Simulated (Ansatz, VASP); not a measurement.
**Two plane-wave programs on Si2Mo**

```
CELL_PARAMETERS angstrom
-1.63200 1.63200 3.93050
1.63200 -1.63200 3.93050
1.63200 1.63200 -3.93050
ATOMIC_POSITIONS crystal
Si 0.33300 0.33300 0.00000
Si 0.66700 0.66700 0.00000
Mo 0.00000 0.00000 0.00000
```

Change from the starting cell: equal xx and yy strain of +2 %, PAW files.

Alike in both runs: task electric field gradients; functional PBEsol; k mesh 16 × 16 × 16; occupations fermi-dirac, width 0.08 eV; no spin polarisation.

|  | VASP | Ansatz |
| --- | --- | --- |
| version | VASP 6.6.1 | Ansatz 0.2.0 |
| potentials or method | VASP PAW PBE potentials, release 64 (Si, Mo_sv) | PAW with Ansatz's default frozen-core files, scalar-relativistic |
| plane-wave cutoff (eV) | 520 | 420 |
| valence electrons in the cell | 22 | 22 |

```csv
,VASP,Ansatz,Ansatz less VASP
pressure (GPa),-9.6,-10.0,-0.31
"traceless stress, the component that is largest in VASP (GPa)",3.27,3.25,-0.021
rms of the force components (eV/Å),0.173,0.175,+0.0014
size of Vzz on the site where it differs most (V/Å²),75.6,76.6,+1.06
```

VASP's potentials were made for PBE, not for PBEsol. Atom by atom the forces differ by 0.001 eV/Å (rms over components). With one functional, cell and mesh, what is left measures potentials, basis and numerics.
